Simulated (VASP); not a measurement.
A run of VASP 6.6.1 is set up as follows.

Contents of INCAR:

```
SYSTEM = AlGaN2
ALGO = Normal ; EDIFF = 1E-7
ENCUT = 520 ; ISIF = 2
ISMEAR = 0 ; LASPH = .True.
LCHARG = .False. ; LREAL = .False.
LWAVE = .False. ; NBANDS = 21
NELM = 60 ; PREC = Accurate
SIGMA = 0.05
```

The input KPOINTS:

```
k-points
0
Gamma
  8 8 6
  0 0 0
```

The input POSCAR:

```
AlGaN2
1.0
    2.9595221457      0.0000000000      0.0000000000
    0.0000000000      2.9595221457      0.0000000000
    0.0000000000      0.0000000000      4.3843301683
Al Ga N
1 1 2
Direct
    0.5000000000      0.5000000000      0.5000000000
    0.0000000000      0.0000000000      0.0000000000
    0.5000000000      0.0000000000      0.7400513246
    0.0000000000      0.5000000000      0.2599486754
```

Potentials or basis: VASP PAW LDA potentials, release 64 (Al, Ga_d, N).

Launch:

```bash
$ cat potpaw_LDA.64/Al/POTCAR potpaw_LDA.64/Ga_d/POTCAR potpaw_LDA.64/N/POTCAR > POTCAR
$ mpirun -np 1 vasp_std > vasp.out
```

What does it give for the band gap on the k mesh?

3.08 eV, indirect (least direct gap 3.74 eV).

Predict the pressure.

27.3 GPa.

Forces on the atoms (eV/Å):
```
Al   0.000  0.000  0.000
Ga   0.000  0.000  0.000
N    0.000  0.000  0.017
N    0.000  0.000 -0.017
```

Caveat: the cell differs from its parent crystal (strain -0.050 along x and y, +0.000 along z). A k mesh can miss the band edges.
